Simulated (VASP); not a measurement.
# SiNi (P2_1) in VASP: a series of runs

The runs below take SiNi through single point, with PBEsol.

Everything below comes from runs of VASP 6.6.1. Logs are shortened: lines on timing, memory, paths and dates and some standing lists are left out, and cuts for length are marked.

## Step 1: The cell of the first run

It takes space group P2_1 (No. 4, monoclinic). Conventional cell: a = 4.468 Å, b = 4.468 Å, c = 10.936 Å, α = 90.00°, β = 90.00°, γ = 90.00°. Si (site symmetry 1) has 6 Ni at 2.34 to 2.42 Å and 5 Si at 2.76 Å within 3.1 Å. Si (site symmetry 1) has 7 Ni at 2.34 to 2.42 Å and 6 Si at 2.76 Å within 3.1 Å. Si (site symmetry 1) has 5 Ni at 2.38 to 2.42 Å and 3 Si at 2.76 Å within 3.1 Å. Within 3.1 Å of Si (site symmetry 1) lie 7 Ni at 2.34 to 2.42 Å and 6 Si at 2.76 Å. Within 3.1 Å of Ni (site symmetry 1) lie 6 Si at 2.34 to 2.42 Å and 5 Ni at 2.75 Å. Within 3.1 Å of Ni (site symmetry 1) lie 7 Si at 2.34 to 2.42 Å and 6 Ni at 2.75 Å. Within 3.1 Å of Ni (site symmetry 1) lie 5 Si at 2.38 to 2.42 Å and 3 Ni at 2.75 Å. Ni (site symmetry 1) has 7 Si at 2.34 to 2.42 Å and 6 Ni at 2.75 Å within 3.1 Å.

## Step 2: Single point, PBEsol (the distance across one plane changed)

INCAR

```
SYSTEM = SiNi
PREC = Accurate
ENCUT = 520
EDIFF = 1E-6
ISMEAR = 0
SIGMA = 0.15
LREAL = Auto
LASPH = .TRUE.
NELM = 60
ALGO = Fast
ISIF = 2
LWAVE = .FALSE.
LCHARG = .FALSE.
GGA = PS
NBANDS = 70
```

KPOINTS

```
Automatic mesh
0
G
  9 9 5
  0 0 0
```

POSCAR

```
SiNi
1.0
    0.0000000000     -4.4679769961      0.0000000000
    0.0000000000      0.0000000000     -4.4679769961
   10.9359539923      0.0000000000      0.0000000000
Si Ni
8 8
Direct
    0.1535354713      0.1535354713      0.1415510294
    0.1535354713      0.1535354713      0.5501095327
    0.8464645287      0.6535354713      0.0627282223
    0.8464645287      0.6535354713      0.4712867257
    0.3464645287      0.8464645287      0.7543887844
    0.3464645287      0.8464645287      0.3458302811
    0.6535354713      0.3464645287      0.6755659774
    0.6535354713      0.3464645287      0.2670074740
    0.8510095113      0.8510095113      0.6737090861
    0.8510095113      0.8510095113      0.2651505827
    0.1489904887      0.3510095113      0.7562456757
    0.1489904887      0.3510095113      0.3476871723
    0.6489904887      0.1489904887      0.0608713310
    0.6489904887      0.1489904887      0.4694298344
    0.3510095113      0.6489904887      0.1434079207
    0.3510095113      0.6489904887      0.5519664240
```

Potentials or basis: VASP PAW PBE potentials, release 64 (Si, Ni).

On the command line:

```sh
cat potpaw_PBE.64/Si/POTCAR potpaw_PBE.64/Ni/POTCAR > POTCAR
mpirun -np 1 vasp_std > vasp.out
```

OUTCAR:

```text
SYSTEM = SiNi
   PREC = Accurate
   ENCUT = 520
   EDIFF = 1E-6
   ISMEAR = 0
   LREAL = Auto
   LASPH = .TRUE.
   NELM = 60
   ISIF = 2
   GGA = PS

 ion  position               nearest neighbor table
   1  0.154  0.154  0.142-  10 2.34  15 2.38  13 2.38  12 2.42  15 2.42  13 2.42   8 2.76   8 2.76
                             6 2.76   3 2.76   3 2.76
   2  0.154  0.154  0.550-   9 2.34  16 2.38  12 2.38  14 2.38  16 2.42  11 2.42  14 2.42   6 2.76
                             7 2.76   7 2.76   5 2.76   4 2.76   4 2.76
   3  0.846  0.654  0.063-  13 2.38  10 2.38  15 2.38  13 2.42  15 2.42   8 2.76   1 2.76   1 2.76

   4  0.846  0.654  0.471-  12 2.34  14 2.38   9 2.38  16 2.38  14 2.42  10 2.42  16 2.42   6 2.76
                             6 2.76   8 2.76   7 2.76   2 2.76   2 2.76
   5  0.346  0.846  0.754-  11 2.38  16 2.38   9 2.38  11 2.42   9 2.42   2 2.76   7 2.76   7 2.76

   6  0.346  0.846  0.346-  14 2.34  12 2.38  15 2.38  10 2.38  16 2.42  12 2.42  10 2.42   2 2.76
                             4 2.76   4 2.76   1 2.76   8 2.76   8 2.76
   7  0.654  0.346  0.676-  16 2.34   9 2.38  11 2.38   9 2.42  14 2.42  11 2.42   2 2.76   2 2.76
                             4 2.76   5 2.76   5 2.76
   8  0.654  0.346  0.267-  15 2.34  10 2.38  14 2.38  12 2.38  10 2.42  13 2.42  12 2.42   1 2.76
                             1 2.76   4 2.76   3 2.76   6 2.76   6 2.76
   9  0.851  0.851  0.674-   2 2.34   7 2.38   4 2.38   5 2.38   7 2.42   5 2.42  16 2.75  16 2.75
                            14 2.75  11 2.75  11 2.75
  10  0.851  0.851  0.265-   1 2.34   8 2.38   3 2.38   6 2.38   8 2.42   4 2.42   6 2.42  15 2.75
                            15 2.75  13 2.75  14 2.75  12 2.75  12 2.75
  11  0.149  0.351  0.756-   5 2.38   7 2.38   5 2.42   2 2.42   7 2.42  16 2.75   9 2.75   9 2.75

  12  0.149  0.351  0.348-   4 2.34   6 2.38   2 2.38   8 2.38   1 2.42   6 2.42   8 2.42  15 2.75
                            14 2.75  14 2.75  16 2.75  10 2.75  10 2.75
  13  0.649  0.149  0.061-   3 2.38   1 2.38   3 2.42   8 2.42   1 2.42  10 2.75  15 2.75  15 2.75

  14  0.649  0.149  0.469-   6 2.34   4 2.38   8 2.38   2 2.38   4 2.42   7 2.42   2 2.42  12 2.75
                            12 2.75   9 2.75  10 2.75  16 2.75  16 2.75
  15  0.351  0.649  0.143-   8 2.34   1 2.38   6 2.38   3 2.38   1 2.42   3 2.42  10 2.75  10 2.75
                            12 2.75  13 2.75  13 2.75
  16  0.351  0.649  0.552-   7 2.34   2 2.38   5 2.38   4 2.38   6 2.42   2 2.42   4 2.42   9 2.75
                             9 2.75  11 2.75  12 2.75  14 2.75  14 2.75

  LATTYP: Found a simple tetragonal cell.
 ALAT       =     4.4679769961
 C/A-ratio  =     2.4476298785

  Lattice vectors:

 A1 = (   0.0000000000,  -4.4679769961,   0.0000000000)
 A2 = (   0.0000000000,   0.0000000000,  -4.4679769961)
 A3 = (  10.9359539923,   0.0000000000,   0.0000000000)

Analysis of symmetry for initial positions (statically):
=====================================================================
 Subroutine PRICEL returns:
 Original cell was already a primitive cell.

 Routine SETGRP: Setting up the symmetry group for a
 simple tetragonal supercell.

 Subroutine GETGRP returns: Found  2 space group operations
 (whereof  1 operations were pure point group operations)
 out of a pool of 16 trial point group operations.

The static configuration has the point symmetry C_1 .
 The point group associated with its full space group is C_2 .

Analysis of symmetry for dynamics (positions and initial velocities):
=====================================================================
 Subroutine PRICEL returns:
 Original cell was already a primitive cell.

 Routine SETGRP: Setting up the symmetry group for a
 simple tetragonal supercell.

 Subroutine GETGRP returns: Found  2 space group operations
 (whereof  1 operations were pure point group operations)
 out of a pool of 16 trial point group operations.

The dynamic configuration has the point symmetry C_1 .
 The point group associated with its full space group is C_2 .

 Subroutine INISYM returns: Found  2 space group operations
 (whereof  1 operations are pure point group operations),
 and found     1 'primitive' translations

----------------------------------------------------------------------------------------

                                     Primitive cell

  volume of cell :     218.3125

  direct lattice vectors                    reciprocal lattice vectors
     0.000000000 -4.467976996  0.000000000     0.000000000 -0.223814939  0.000000000
     0.000000000  0.000000000 -4.467976996     0.000000000  0.000000000 -0.223814939
    10.935953992  0.000000000  0.000000000     0.091441497  0.000000000  0.000000000

  length of vectors
     4.467976996  4.467976996 10.935953992     0.223814939  0.223814939  0.091441497

  position of ions in fractional coordinates (direct lattice)
     0.153535471  0.153535471  0.141551029
     0.153535471  0.153535471  0.550109533
     0.846464529  0.653535471  0.062728222
     0.846464529  0.653535471  0.471286726
     0.346464529  0.846464529  0.754388784
     0.346464529  0.846464529  0.345830281
[... 8 lines left out ...]
     0.351009511  0.648990489  0.143407921
     0.351009511  0.648990489  0.551966424

  ion indices of the primitive-cell ions
   primitive index   ion index
                 1           1
                 2           2
                 3           3
                 4           4
                 5           5
                 6           6
[... 8 lines left out ...]
                15          15
                16          16

----------------------------------------------------------------------------------------

 KPOINTS: Automatic mesh

Automatic generation of k-mesh.
 Grid dimensions read from file:
 generate k-points for:    9    9    5

 Generating k-lattice:

  Cartesian coordinates                     Fractional coordinates (reciprocal lattice)
     0.000000000 -0.024868327  0.000000000     0.111111111  0.000000000  0.000000000
     0.000000000  0.000000000 -0.024868327     0.000000000  0.111111111  0.000000000
     0.018288299  0.000000000  0.000000000     0.000000000  0.000000000  0.200000000

  Length of vectors
     0.024868327  0.024868327  0.018288299

  Shift w.r.t. Gamma in fractional coordinates (k-lattice)
     0.000000000  0.000000000  0.000000000

 Subroutine IBZKPT returns following result:
 ===========================================

 Found    115 irreducible k-points:

 Following reciprocal coordinates:
            Coordinates               Weight
  0.000000  0.000000  0.000000      1.000000
  0.111111  0.000000  0.000000      2.000000
  0.000000  0.111111  0.000000      2.000000
  0.222222  0.000000  0.000000      2.000000
  0.000000  0.222222  0.000000      2.000000
  0.333333  0.000000  0.000000      2.000000
[... 16 lines left out ...]
  0.444444  0.333333  0.000000      4.000000
 -0.333333  0.444444  0.000000      4.000000
 [... further k-points ...]
   k-points           NKPTS =    115   k-points in BZ     NKDIM =    115   number of bands    NBANDS=     70
   number of dos      NEDOS =    301   number of ions     NIONS =     16
   total plane-waves  NPLWV = 108864
   dimension x,y,z NGX =    36 NGY =   36 NGZ =   84
   dimension x,y,z NGXF=    72 NGYF=   72 NGZF=  168
   ions per type =               8   8
   NGX,Y,Z   is equivalent  to a cutoff of  13.39, 13.39, 12.77 a.u.
   NGXF,Y,Z  is equivalent  to a cutoff of  26.79, 26.79, 25.54 a.u.
 SYSTEM =  SiNi
   PREC   = accura    normal or accurate (medium, high low for compatibility)
   ISTART =      0    job   : 0-new  1-cont  2-samecut
   ICHARG =      2    charge: 1-file 2-atom 10-const
   ISPIN  =      1    spin polarized calculation?
   LNONCOLLINEAR =      F non collinear calculations
   LSORBIT =      F    spin-orbit coupling
   LASPH  =      T    aspherical Exc in radial PAW
   ENCUT  =  520.0 eV  38.22 Ry    6.18 a.u.   8.31  8.31 20.33*2*pi/ulx,y,z
   NELM   =     60;   NELMIN=  2; NELMDL= -5     # of ELM steps
   EDIFF  = 0.1E-05   stopping-criterion for ELM
   LREAL  =      T    real-space projection
   EDIFFG = 0.1E-04   stopping-criterion for IOM
   NSW    =      0    number of steps for IOM
   IBRION =     -1    ionic relax: 0-MD 1-quasi-New 2-CG
   NFREE  =      0    steps in history (QN), initial steepest desc. (CG)
   ISIF   =      2    stress and relaxation
   ISYM   =      2    0-nonsym 1-usesym 2-fastsym
   POTIM  = 0.5000    time-step for ionic-motion
   TEBEG  =    0.0;   TEEND  =   0.0 temperature during run
   PSTRESS=    0.0 pullay stress
   NELECT =     112.0000    total number of electrons
   NUPDOWN=      -1.0000    fix difference up-down
   EMIN   =  10.00;   EMAX   =-10.00  energy-range for DOS
   EFERMI =   0.00;   METHOD = LEGACY
   ISMEAR =     0;   SIGMA  =   0.15  broadening in eV -4-tet -1-fermi 0-gaus
   EFERMI_NEDOS =   21; number of points for ismear=-14 and -15
   IALGO  =     68    algorithm
   IMIX   =      4    mixing-type and parameters
     AMIX     =   0.40;   BMIX     =  1.00
     AMIX_MAG =   1.60;   BMIX_MAG =  1.00
  volume/ion in A,a.u.               =      13.64        92.08
  Fermi-wavevector in a.u.,A,eV,Ry     =   1.310553  2.476586 23.368683  1.717550
  Thomas-Fermi vector in A             =   2.441076
   LORBIT       =      0    0 simple, 1 ext, 2 COOP (PROOUT), +10 PAW based schemes
   GGA     = PS    functional components
   LHFCALC =     F    Hartree Fock is set to
   AEXX    =    0.0000 exact exchange contribution
   IVDW    =     0    specifies the selected vdW correction
   LEPSILON=     F    determine dielectric tensor
   LRPA    =     F    only Hartree local field effects (RPA)
 non-spin polarized calculation
 RMM-DIIS sequential band-by-band and
 Gauss-broadening in eV      SIGMA  =   0.15
  energy-cutoff  :      520.00
  volume of cell :      218.31
 maximum number of plane-waves:      5912
 NGX is ok and might be reduce to    36
   NGX = 17   NGY = 17   NGZ = 41

 number of electron     112.0000019 magnetization

 Free energy of the ion-electron system (eV)
  ---------------------------------------------------
  ext. energy  EPLUGINS =         0.00000000
  ---------------------------------------------------
  free energy    TOTEN  =      -100.07595701 eV

  energy without entropy =     -100.00482609  energy(sigma->0) =     -100.04039155

 E-fermi :   8.8602     XC(G=0): -11.4969

 val. band max:        8.8548468267   @ k =  -0.1111   0.2222   0.0000
 cond. band min:       8.8618106997   @ k =  -0.3333  -0.3333   0.4000
 fundamental gap:      0.0069638731
 Fermi energy:         8.8602202153

 k-point     1 :       0.0000    0.0000    0.0000
  band No.  band energies     occupation
      1      -4.9640      2.00000
      2      -3.6233      2.00000
      3      -1.9436      2.00000
      4      -0.0943      2.00000
      5       0.4111      2.00000
      6       0.8996      2.00000
[... 60 lines left out ...]
     67      11.4505      0.00000
     68      11.8611      0.00000

 k-point     2 :       0.1111    0.0000    0.0000
  band No.  band energies     occupation
      1      -4.8750      2.00000
      2      -3.5392      2.00000
      3      -1.8731      2.00000
      4      -0.3963      2.00000
      5       0.4658      2.00000
      6       0.8422      2.00000
[... 60 lines left out ...]
     67      11.6879      0.00000
     68      11.9137      0.00000

 k-point     3 :       0.0000    0.1111    0.0000
  band No.  band energies     occupation
      1      -4.8750      2.00000
      2      -3.5391      2.00000
      3      -1.8789      2.00000
      4      -0.0974      2.00000
      5       0.0070      2.00000
      6       0.9439      2.00000
[... 1480 lines left out ...]
     67      12.6906      0.00000
     68      12.9554      0.00000

 k-point    24 :      -0.3333    0.4444    0.0000
  band No.  band energies     occupation
      1      -2.8652      2.00000
      2      -2.2280      2.00000
      3      -1.7818      2.00000
      4      -0.8614      2.00000
      5      -0.5313      2.00000
      6      -0.1317      2.00000
[... 60 lines left out ...]
     67      12.7647      0.00000
     68      13.1215      0.00000

 [... further k-points ...]

 [bands above 68 left out]

------------------------ aborting loop because EDIFF is reached ----------------------------------------

  FORCE on cell =-STRESS in cart. coord.  units (eV):
  Direction    XX          YY          ZZ          XY          YZ          ZX
  --------------------------------------------------------------------------------------
  -------------------------------------------------------------------------------------
  Total       -3.5718285     -9.4180445    -14.5054434      0.0000000      0.0000000      0.4102818
  in kB      -26.2133575    -69.1182589   -106.4542635      0.0000000      0.0000000      3.0110247
  external PRESSURE =     -67.2619600 kB  Pullay stress =       0.0000000 kB

 VOLUME and BASIS-vectors are now :
 -----------------------------------------------------------------------------
  energy-cutoff  :      520.00
  volume of cell :      218.31
      direct lattice vectors                 reciprocal lattice vectors
     0.000000000 -4.467976996  0.000000000     0.000000000 -0.223814939  0.000000000
     0.000000000  0.000000000 -4.467976996     0.000000000  0.000000000 -0.223814939
    10.935953992  0.000000000  0.000000000     0.091441497  0.000000000  0.000000000

 POSITION                                       TOTAL-FORCE (eV/Angst)
 -----------------------------------------------------------------------------------
      1.54800     -0.68599     -0.68599        -1.434532      0.009771     -0.068442
      6.01597     -0.68599     -0.68599         0.616196      0.005835      0.023357
      0.68599     -3.78198     -2.91998        -0.746505      0.120028      0.166753
      5.15397     -3.78198     -2.91998         0.296872      0.004312     -0.065308
      8.24996     -1.54800     -3.78198         0.746505      0.120028     -0.166753
      3.78198     -1.54800     -3.78198        -0.296872      0.004312      0.065308
[... 8 lines left out ...]
      1.56830     -1.56830     -2.89967         0.371665     -0.089207     -0.071764
      6.03628     -1.56830     -2.89967        -0.621239      0.036781     -0.024951
 -----------------------------------------------------------------------------------
    total drift:                                0.000203      0.000693     -0.000010

  FREE ENERGIE OF THE ION-ELECTRON SYSTEM (eV)
  ---------------------------------------------------
  free  energy   TOTEN  =      -100.0759570129 eV

  energy  without entropy=     -100.0048260877  energy(sigma->0) =     -100.04039155
```

Wall time 1.7 h (1 thread of Oxide Virtual Turin-like, shared host); peak memory 1 GiB.

Results:

- Free energy: -100.0760 eV
- Pressure: -6.7 GPa
- Largest force: 1.436 eV/Å
- Band gap on the k mesh: zero (bands 56 and 57 overlap by 0.43 eV)

Forces in eV/Å, atoms in the order of the input:
```
Si  -1.435  0.010 -0.068
Si   0.616  0.006  0.023
Si  -0.747  0.120  0.167
Si   0.297  0.004 -0.065
Si   0.747  0.120 -0.167
Si  -0.297  0.004  0.065
Si   1.435  0.010  0.068
Si  -0.616  0.006 -0.023
Ni  -0.372 -0.089  0.072
Ni   0.621  0.037  0.025
Ni  -1.270 -0.060  0.077
Ni   0.258 -0.028  0.062
Ni   1.270 -0.060 -0.077
Ni  -0.258 -0.028 -0.062
Ni   0.372 -0.089 -0.072
Ni  -0.621  0.037 -0.025
```

Caveat: the cell differs from its parent crystal (the distance across one plane changed); the stress differs along the axes, from -11 to -3 GPa; the PAW data sets were made with another functional, which shifts forces and pressure a little.

## Step 3: Single point, PBEsol (the distance across one plane changed)

INCAR

```
SYSTEM = SiNi
PREC = Accurate
ENCUT = 520
EDIFF = 1E-6
ISMEAR = 0
SIGMA = 0.15
LREAL = Auto
LASPH = .TRUE.
NELM = 100
ALGO = Fast
ISIF = 2
LWAVE = .FALSE.
LCHARG = .TRUE.
GGA = PS
LELF = .TRUE.
LVHAR = .TRUE.
NBANDS = 70
```

KPOINTS is that of step 2.

POSCAR

```
SiNi
1.0
    0.0000000000     -4.4679769961      0.0000000000
    0.0000000000      0.0000000000     -4.4679769961
    9.9359539923      0.0000000000      0.0000000000
Si Ni
8 8
Direct
    0.1535354713      0.1535354713      0.1557973745
    0.1535354713      0.1535354713      0.6054750802
    0.8464645287      0.6535354713      0.0690414784
    0.8464645287      0.6535354713      0.5187191842
    0.3464645287      0.8464645287      0.8303139331
    0.3464645287      0.8464645287      0.3806362273
    0.6535354713      0.3464645287      0.7435580371
    0.6535354713      0.3464645287      0.2938803313
    0.8510095113      0.8510095113      0.7415142598
    0.8510095113      0.8510095113      0.2918365540
    0.1489904887      0.3510095113      0.8323577105
    0.1489904887      0.3510095113      0.3826800047
    0.6489904887      0.1489904887      0.0669977011
    0.6489904887      0.1489904887      0.5166754069
    0.3510095113      0.6489904887      0.1578411518
    0.3510095113      0.6489904887      0.6075188576
```

Potentials or basis: VASP PAW PBE potentials, release 64 (Si, Ni).

On the command line:

```sh
cat potpaw_PBE.64/Si/POTCAR potpaw_PBE.64/Ni/POTCAR > POTCAR
mpirun -np 1 vasp_std > vasp.out
```

It took 59 min on 1 thread of Oxide Virtual Turin-like, shared host; peak memory 0.93 GiB.

Results (log left out):

```yaml
Free_energy: -101.0999 eV
Pressure: -6.8 GPa
Largest_force: 1.286 eV/Å
Band_gap_on_the_k_mesh: zero (bands 56 and 57 overlap by 0.34 eV)
```

Forces in eV/Å, atoms in the order of the input:
```
Si  -1.282 -0.007 -0.099
Si   0.472  0.025 -0.002
Si  -1.042 -0.163  0.311
Si   0.292 -0.016 -0.056
Si   1.042 -0.163 -0.311
Si  -0.292 -0.016  0.056
Si   1.282 -0.007  0.099
Si  -0.472  0.025  0.002
Ni  -0.149 -0.098  0.046
Ni   0.519  0.057  0.011
Ni  -0.399  0.183 -0.068
Ni   0.129  0.020  0.056
Ni   0.399  0.183  0.068
Ni  -0.129  0.020 -0.056
Ni   0.149 -0.098 -0.046
Ni  -0.519  0.057 -0.011
```

Stress tensor (GPa, compression positive):
```
-4.54  0.00  0.57
 0.00 -6.71  0.00
 0.57  0.00 -9.24
```

Levels at points of the mesh, in eV from the Fermi level:
```tsv
k point	band 52	band 53	band 54	band 55	band 56	band 57	band 58	band 59	band 60	band 61
(0.00, 0.00, 0.00)	-1.37	-1.19	-0.53	-0.21	0.03	0.11	0.81	0.83	1.26	1.29
```

Caveat: the cell differs from its parent crystal (the distance across one plane changed); the cell stands under tension; the PAW data sets were made with another functional, which shifts forces and pressure a little. Spin polarisation is off, so any magnetic state and its effect on volume and gap are missing.
